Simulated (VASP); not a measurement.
# Ru (P6_3/mmc) in VASP: notebook

The runs below take Ru through electric field gradients, with PBE, PBEsol.

Program: VASP 6.6.1. These are calculated values, not measurements. Logs are shortened: lines on timing, memory, paths and dates and some standing lists are left out, and cuts for length are marked.

## (1) The cell of the first run

It takes space group P6_3/mmc (No. 194, hexagonal). The conventional cell has a = 2.669 Å, b = 2.669 Å, c = 4.224 Å, α = 90.00°, β = 90.00°, γ = 120.00°. Ru (site symmetry -6m2) has 12 Ru at 2.61 to 2.67 Å within 3.4 Å.

## (2) Electric field gradients, PBE (volume scaled by 0.96)

Contents of INCAR:

```
ALGO = Normal ; EDIFF = 1E-8
ENCUT = 520 ; GGA = PE
ISIF = 2 ; ISMEAR = -1
LASPH = T ; LCHARG = F
LEFG = T ; LREAL = F
LWAVE = F ; NBANDS = 21
NELM = 80 ; PREC = Accurate
SIGMA = 0.03
```

Contents of KPOINTS:

```
k-points
0
Gamma
  14 14 8
```

Contents of POSCAR:

```
Ru
1.0
    2.6692299955      0.0000000000      0.0000000000
   -1.3346149977      2.3116209847      0.0000000000
    0.0000000000      0.0000000000      4.2240293924
Ru
2
Direct
    0.3333333333      0.6666666667      0.2500000000
    0.6666666667      0.3333333333      0.7500000000
```

Potentials or basis: VASP PAW PBE potentials, release 64 (Ru_pv).

Run with:

```console
> cat potpaw_PBE.64/Ru_pv/POTCAR > POTCAR
> mpirun -np 1 vasp_std > vasp.out
```

OUTCAR:

```text
EDIFF = 1E-8
   ENCUT = 520
   GGA = PE
   ISIF = 2
   ISMEAR = -1
   LASPH = T
   LREAL = F
   NELM = 80
   PREC = Accurate

 ion  position               nearest neighbor table
   1  0.333  0.667  0.250-   2 2.61   2 2.61   2 2.61   2 2.61   2 2.61   2 2.61
   2  0.667  0.333  0.750-   1 2.61   1 2.61   1 2.61   1 2.61   1 2.61   1 2.61

  LATTYP: Found a hexagonal cell.
 ALAT       =     2.6692299955
 C/A-ratio  =     1.5824898564

  Lattice vectors:

 A1 = (   2.6692299955,   0.0000000000,   0.0000000000)
 A2 = (  -1.3346149977,   2.3116209847,   0.0000000000)
 A3 = (   0.0000000000,   0.0000000000,   4.2240293924)

Analysis of symmetry for initial positions (statically):
=====================================================================
 Subroutine PRICEL returns:
 Original cell was already a primitive cell.

 Routine SETGRP: Setting up the symmetry group for a
 hexagonal supercell.

 Subroutine GETGRP returns: Found 24 space group operations
 (whereof 12 operations were pure point group operations)
 out of a pool of 24 trial point group operations.

The static configuration has the point symmetry D_3d.
 The point group associated with its full space group is D_6h.

Analysis of symmetry for dynamics (positions and initial velocities):
=====================================================================
 Subroutine PRICEL returns:
 Original cell was already a primitive cell.

 Routine SETGRP: Setting up the symmetry group for a
 hexagonal supercell.

 Subroutine GETGRP returns: Found 24 space group operations
 (whereof 12 operations were pure point group operations)
 out of a pool of 24 trial point group operations.

The dynamic configuration has the point symmetry D_3d.
 The point group associated with its full space group is D_6h.

 Subroutine INISYM returns: Found 24 space group operations
 (whereof 12 operations are pure point group operations),
 and found     1 'primitive' translations

----------------------------------------------------------------------------------------

                                     Primitive cell

  volume of cell :      26.0633

  direct lattice vectors                    reciprocal lattice vectors
     2.669229995  0.000000000  0.000000000     0.374639878  0.216298434  0.000000000
    -1.334614998  2.311620985  0.000000000     0.000000000  0.432596869  0.000000000
     0.000000000  0.000000000  4.224029392     0.000000000  0.000000000  0.236740777

  length of vectors
     2.669229995  2.669229996  4.224029392     0.432596869  0.432596869  0.236740777

  position of ions in fractional coordinates (direct lattice)
     0.333333333  0.666666667  0.250000000
     0.666666667  0.333333333  0.750000000

  ion indices of the primitive-cell ions
   primitive index   ion index
                 1           1
                 2           2

----------------------------------------------------------------------------------------

 KPOINTS: k-points

Automatic generation of k-mesh.
 Grid dimensions read from file:
 generate k-points for:   14   14    8

 Generating k-lattice:

  Cartesian coordinates                     Fractional coordinates (reciprocal lattice)
     0.026759991  0.015449888  0.000000000     0.071428571  0.000000000  0.000000000
     0.000000000  0.030899776  0.000000000     0.000000000  0.071428571  0.000000000
     0.000000000  0.000000000  0.029592597     0.000000000  0.000000000  0.125000000

  Length of vectors
     0.030899776  0.030899776  0.029592597

  Shift w.r.t. Gamma in fractional coordinates (k-lattice)
     0.000000000  0.000000000  0.000000000

 Subroutine IBZKPT returns following result:
 ===========================================

 Found    120 irreducible k-points:

 Following reciprocal coordinates:
            Coordinates               Weight
  0.000000  0.000000  0.000000      1.000000
  0.071429  0.000000  0.000000      6.000000
  0.142857  0.000000  0.000000      6.000000
  0.214286 -0.000000  0.000000      6.000000
  0.285714 -0.000000  0.000000      6.000000
  0.357143 -0.000000  0.000000      6.000000
[... 16 lines left out ...]
  0.285714  0.285714  0.000000      6.000000
  0.357143  0.285714  0.000000      6.000000
 [... further k-points ...]
   k-points           NKPTS =    120   k-points in BZ     NKDIM =    120   number of bands    NBANDS=     21
   number of dos      NEDOS =    301   number of ions     NIONS =      2
   total plane-waves  NPLWV =  12800
   dimension x,y,z NGX =    20 NGY =   20 NGZ =   32
   dimension x,y,z NGXF=    40 NGYF=   40 NGZF=   64
   ions per type =               2
   NGX,Y,Z   is equivalent  to a cutoff of  12.46, 12.46, 12.59 a.u.
   NGXF,Y,Z  is equivalent  to a cutoff of  24.91, 24.91, 25.19 a.u.
 SYSTEM =  unknown system
   PREC   = accura    normal or accurate (medium, high low for compatibility)
   ISTART =      0    job   : 0-new  1-cont  2-samecut
   ICHARG =      2    charge: 1-file 2-atom 10-const
   ISPIN  =      1    spin polarized calculation?
   LNONCOLLINEAR =      F non collinear calculations
   LSORBIT =      F    spin-orbit coupling
   LASPH  =      T    aspherical Exc in radial PAW
   ENCUT  =  520.0 eV  38.22 Ry    6.18 a.u.   4.96  4.96  7.85*2*pi/ulx,y,z
   NELM   =     80;   NELMIN=  2; NELMDL= -5     # of ELM steps
   EDIFF  = 0.1E-07   stopping-criterion for ELM
   LREAL  =      F    real-space projection
   EDIFFG = 0.1E-06   stopping-criterion for IOM
   NSW    =      0    number of steps for IOM
   IBRION =     -1    ionic relax: 0-MD 1-quasi-New 2-CG
   NFREE  =      0    steps in history (QN), initial steepest desc. (CG)
   ISIF   =      2    stress and relaxation
   ISYM   =      2    0-nonsym 1-usesym 2-fastsym
   POTIM  = 0.5000    time-step for ionic-motion
   TEBEG  =    0.0;   TEEND  =   0.0 temperature during run
   PSTRESS=    0.0 pullay stress
   NELECT =      28.0000    total number of electrons
   NUPDOWN=      -1.0000    fix difference up-down
   EMIN   =  10.00;   EMAX   =-10.00  energy-range for DOS
   EFERMI =   0.00;   METHOD = LEGACY
   ISMEAR =    -1;   SIGMA  =   0.03  broadening in eV -4-tet -1-fermi 0-gaus
   EFERMI_NEDOS =   21; number of points for ismear=-14 and -15
   IALGO  =     38    algorithm
   IMIX   =      4    mixing-type and parameters
     AMIX     =   0.40;   BMIX     =  1.00
     AMIX_MAG =   1.60;   BMIX_MAG =  1.00
  volume/ion in A,a.u.               =      13.03        87.94
  Fermi-wavevector in a.u.,A,eV,Ry     =   1.676683  3.168472 38.249599  2.811266
  Thomas-Fermi vector in A             =   2.761083
   LORBIT       =      0    0 simple, 1 ext, 2 COOP (PROOUT), +10 PAW based schemes
   GGA     = PE    functional components
   LHFCALC =     F    Hartree Fock is set to
   AEXX    =    0.0000 exact exchange contribution
   IVDW    =     0    specifies the selected vdW correction
   LEPSILON=     F    determine dielectric tensor
   LRPA    =     F    only Hartree local field effects (RPA)
 non-spin polarized calculation
  energy-cutoff  :      520.00
  volume of cell :       26.06
 maximum number of plane-waves:       722
 NGX is ok and might be reduce to    20
   NGX =  9   NGY =  9   NGZ = 15

 number of electron      27.9999991 magnetization

 Free energy of the ion-electron system (eV)
  ---------------------------------------------------
  ext. energy  EPLUGINS =         0.00000000
  ---------------------------------------------------
  free energy    TOTEN  =       -18.37985330 eV

  energy without entropy =      -18.37360063  energy(sigma->0) =      -18.37672696

 E-fermi :  13.5897     XC(G=0): -14.3760

 val. band max:       13.5690202827   @ k =   0.2857   0.1429   0.1250
 cond. band min:      13.5903655579   @ k =   0.0000   0.0000   0.3750
 fundamental gap:      0.0213452752
 Fermi energy:        13.5896686572

 k-point     1 :       0.0000    0.0000    0.0000
  band No.  band energies     occupation
      1     -30.2156      2.00000
      2     -29.1420      2.00000
      3     -29.1420      2.00000
      4     -28.9490      2.00000
      5     -28.9490      2.00000
      6     -28.9084      2.00000
[... 13 lines left out ...]
     20      23.9732      0.00000
     21      24.4455      0.00000

 k-point     2 :       0.0714    0.0000    0.0000
  band No.  band energies     occupation
      1     -30.1957      2.00000
      2     -29.1847      2.00000
      3     -29.1564      2.00000
      4     -28.9935      2.00000
      5     -28.9547      2.00000
      6     -28.9175      2.00000
[... 13 lines left out ...]
     20      23.9731      0.00000
     21      24.4159      0.00000

 k-point     3 :       0.1429    0.0000    0.0000
  band No.  band energies     occupation
      1     -30.1381      2.00000
      2     -29.3043      2.00000
      3     -29.1956      2.00000
      4     -29.1162      2.00000
      5     -28.9716      2.00000
      6     -28.9452      2.00000
[... 13 lines left out ...]
     20      23.9731      0.00000
     21      24.3155      0.00000

 k-point     4 :       0.2143   -0.0000    0.0000
  band No.  band energies     occupation
      1     -30.0484      2.00000
      2     -29.4769      2.00000
      3     -29.2883      2.00000
      4     -29.2503      2.00000
      5     -28.9978      2.00000
      6     -28.9913      2.00000
[... 13 lines left out ...]
     20      23.9731      0.00000
     21      24.1527      0.00000

 k-point     5 :       0.2857   -0.0000    0.0000
  band No.  band energies     occupation
      1     -29.9363      2.00000
      2     -29.6683      2.00000
      3     -29.4727      2.00000
      4     -29.3087      2.00000
      5     -29.0548      2.00000
      6     -29.0284      2.00000
[... 13 lines left out ...]
     20      23.9730      0.00000
     21      24.0154      0.00000
[... 382 lines left out ...]
     20      23.9725      0.00000
     21      24.4781      0.00000

 k-point    22 :       0.3571    0.2143    0.0000
  band No.  band energies     occupation
      1     -29.8945      2.00000
      2     -29.6954      2.00000
      3     -29.5790      2.00000
      4     -29.5594      2.00000
      5     -29.3097      2.00000
      6     -29.2967      2.00000
[... 13 lines left out ...]
     20      23.9729      0.00000
     21      23.9770      0.00000

 k-point    23 :       0.2857    0.2857    0.0000
  band No.  band energies     occupation
      1     -29.8500      2.00000
      2     -29.7036      2.00000
      3     -29.5628      2.00000
      4     -29.5598      2.00000
      5     -29.3588      2.00000
      6     -29.3234      2.00000
[... 13 lines left out ...]
     20      23.9732      0.00000
     21      23.9739      0.00000

 k-point    24 :       0.3571    0.2857    0.0000
  band No.  band energies     occupation
      1     -29.8535      2.00000
      2     -29.6445      2.00000
      3     -29.6395      2.00000
      4     -29.4925      2.00000
      5     -29.3998      2.00000
      6     -29.3868      2.00000
[... 13 lines left out ...]
     20      23.9734      0.00000
     21      23.9736      0.00000

 [... further k-points ...]

------------------------ aborting loop because EDIFF is reached ----------------------------------------

  FORCE on cell =-STRESS in cart. coord.  units (eV):
  Direction    XX          YY          ZZ          XY          YZ          ZX
  --------------------------------------------------------------------------------------
  -------------------------------------------------------------------------------------
  Total        3.2309764      3.2309764      3.0843501      0.0000000      0.0000000      0.0000000
  in kB      198.6162641    198.6162641    189.6027801      0.0000000      0.0000000      0.0000000
  external PRESSURE =     195.6117694 kB  Pullay stress =       0.0000000 kB

 VOLUME and BASIS-vectors are now :
 -----------------------------------------------------------------------------
  energy-cutoff  :      520.00
  volume of cell :       26.06
      direct lattice vectors                 reciprocal lattice vectors
     2.669229995  0.000000000  0.000000000     0.374639878  0.216298434  0.000000000
    -1.334614998  2.311620985  0.000000000     0.000000000  0.432596869  0.000000000
     0.000000000  0.000000000  4.224029392     0.000000000  0.000000000  0.236740777

 POSITION                                       TOTAL-FORCE (eV/Angst)
 -----------------------------------------------------------------------------------
     -0.00000      1.54108      1.05601        -0.000000      0.000000      0.000000
      1.33461      0.77054      3.16802         0.000000     -0.000000      0.000000
 -----------------------------------------------------------------------------------
    total drift:                               -0.000000      0.000000     -0.000000

  FREE ENERGIE OF THE ION-ELECTRON SYSTEM (eV)
  ---------------------------------------------------
  free  energy   TOTEN  =       -18.3798532969 eV

  energy  without entropy=      -18.3736006330  energy(sigma->0) =      -18.37672696

 Electric field gradients (V/A^2)
---------------------------------------------------------------------
 ion       V_xx      V_yy      V_zz      V_xy      V_xz      V_yz
---------------------------------------------------------------------
   1       7.041     7.041   -14.082     0.000     0.000    -0.000
   2       7.041     7.041   -14.082     0.000    -0.000     0.000
---------------------------------------------------------------------

 Electric field gradients after diagonalization (V/A^2)
 (convention: |V_zz| > |V_xx| > |V_yy|)
----------------------------------------------------------------------
 ion       V_xx      V_yy      V_zz     asymmetry (V_yy - V_xx)/ V_zz
----------------------------------------------------------------------
   1       7.041     7.040   -14.082       0.000
   2       7.041     7.040   -14.082       0.000
----------------------------------------------------------------------

           NMR quadrupolar parameters

 Cq : quadrupolar parameter    Cq=e*Q*V_zz/h
 eta: asymmetry parameters     (V_yy - V_xx)/ V_zz
 Q  : nuclear electric quadrupole moment in mb (millibarn)
----------------------------------------------------------------------
 ion       Cq(MHz)       eta       Q (mb)
----------------------------------------------------------------------
   1      -0.034       0.000       1.000
   2      -0.034       0.000       1.000
----------------------------------------------------------------------
```

Wall time 41 s (1 thread of AMD EPYC 7R13 (Zen 3), shared host); peak memory 0.14 GiB.

Results:

- Free energy: -18.3799 eV
- Pressure: 19.6 GPa
- Band gap on the k mesh: zero (band 14 reaches 15.34 eV, above the bottom of band 15 at 12.00 eV)

Electric field gradients, principal values (V/Å²):
| atom | least | middle | greatest (by size) |
| --- | --- | --- | --- |
| 1 Ru | 7.040 | 7.041 | -14.082 |
| 2 Ru | 7.040 | 7.041 | -14.082 |

Caveat: without QUAD_EFG the Cq values of the log hold for a quadrupole moment of 1 mb, not for the nuclei.

(Continued in part 2 of 3.)
